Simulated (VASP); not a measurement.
Wanted: the native input for a VASP 6.6.1 run.

| Property | Result |
| --- | --- |
| Task | single point |
| Functional | PBEsol |
| Potentials or basis | VASP PAW PBE potentials, release 64 (Bi_d, Se) |
| Cutoff | 520 eV |
| k mesh | 6 × 6 × 6 |
| Occupations | methfessel-paxton, width 0.05 eV |
| Spin | no spin polarisation |
| Dipole correction | no |
| Further INCAR settings | ALGO = Normal; EDIFF = 1e-06; NBANDS = 32 |

The structure of Bi2Se3 lies in POSCAR:

```
Bi2Se3
1.0
    2.0715000000      1.1959810826      9.5453333333
   -2.0715000000      1.1959810826      9.5453333333
    0.0000000000     -2.3919621653      9.5453333333
Bi Se
2 3
Direct
    0.5992000000      0.5992000000      0.5992000000
    0.4008000000      0.4008000000      0.4008000000
    0.7883000000      0.7883000000      0.7883000000
    0.2117000000      0.2117000000      0.2117000000
    0.0000000000      0.0000000000      0.0000000000
```

The input as run:

INCAR

```
SYSTEM = Bi2Se3
ALGO     = Normal         ! electronic algorithm
EDIFF    = 1E-6           ! SCF threshold, eV
ENCUT    = 520            ! plane-wave cutoff, eV
GGA      = PS             ! functional
ISIF     = 2              ! what is computed and relaxed
ISMEAR   = 1              ! smearing method
LASPH    = .TRUE.         ! aspherical terms in the spheres
LCHARG   = .FALSE.        ! write CHGCAR
LREAL    = .FALSE.        ! projectors in reciprocal space
LWAVE    = .FALSE.        ! write WAVECAR
NBANDS   = 32             ! bands
NELM     = 100            ! most SCF steps
PREC     = Accurate       ! precision mode
SIGMA    = 0.05           ! smearing width, eV
```

KPOINTS

```
k-points
0
G
  6 6 6
  0 0 0
```

Potentials or basis: VASP PAW PBE potentials, release 64 (Bi_d, Se).

Launch:

```bash
$ cat potpaw_PBE.64/Bi_d/POTCAR potpaw_PBE.64/Se/POTCAR > POTCAR
$ mpirun -np 1 vasp_std > vasp.out
```

It gave:

- Pressure: -0.3 GPa
- Largest force: 0.191 eV/Å
- Band gap on the k mesh: 0.14 eV

Caveat: the PAW data sets were made with another functional, which shifts forces and pressure a little; spin-orbit coupling is left out, which moves the levels of the heavy elements.

Run time: 19 min on 1 thread of Intel(R) Xeon(R) Platinum 8488C (Sapphire Rapids), with other jobs on the host, peak memory 0.94 GiB.
